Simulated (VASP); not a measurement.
**Mo: single point with PBE**

The system is Mo.

```
Mo
1.0
    -1.58381    1.58381    1.58381
     1.58381   -1.58381    1.58381
     1.58381    1.58381   -1.58381
Mo
1
Cartesian
  0.0000 0.0000 0.0000
```

| Property | Result |
| --- | --- |
| Program | VASP 6.6.1 |
| Task | single point |
| Functional | PBE |
| Potentials or basis | VASP PAW PBE potentials, release 64 (Mo_sv) |
| Cutoff | 520 eV |
| k mesh | 12 × 12 × 12 |
| Occupations | gaussian, width 0.022 eV |
| Spin | no spin polarisation |
| Dipole correction | no |
| Further INCAR settings | ALGO = Normal; EDIFF = 1e-07; NBANDS = 13 |

The pressure is -1.4 GPa and the band gap on the k mesh is zero (band 7 reaches 16.22 eV, above the bottom of band 8 at 11.00 eV).

Levels at points of the mesh, in eV from the Fermi level:
```
           k point  band 3  band 4  band 5  band 6  band 7  band 8  band 9  band 10  band 11  band 12
(0.00, 0.00, 0.00)  -34.53  -34.53   -7.13   -1.28   -1.28   -1.28    1.69     1.69    14.86    14.86
(0.50, 0.00, 0.00)  -34.95  -34.54   -5.17   -3.27    1.62    1.71    2.32     4.68    11.45    11.98
(0.50, 0.50, 0.50)  -35.45  -35.45   -5.26   -5.26    3.94    3.94    3.94     8.99     8.99     8.99
```

Run time: 13 s on 1 thread of Intel(R) Xeon(R) Platinum 8259CL CPU @ 2.50GHz (Skylake/Cascade Lake), with other jobs on the host, peak memory 0.13 GiB.
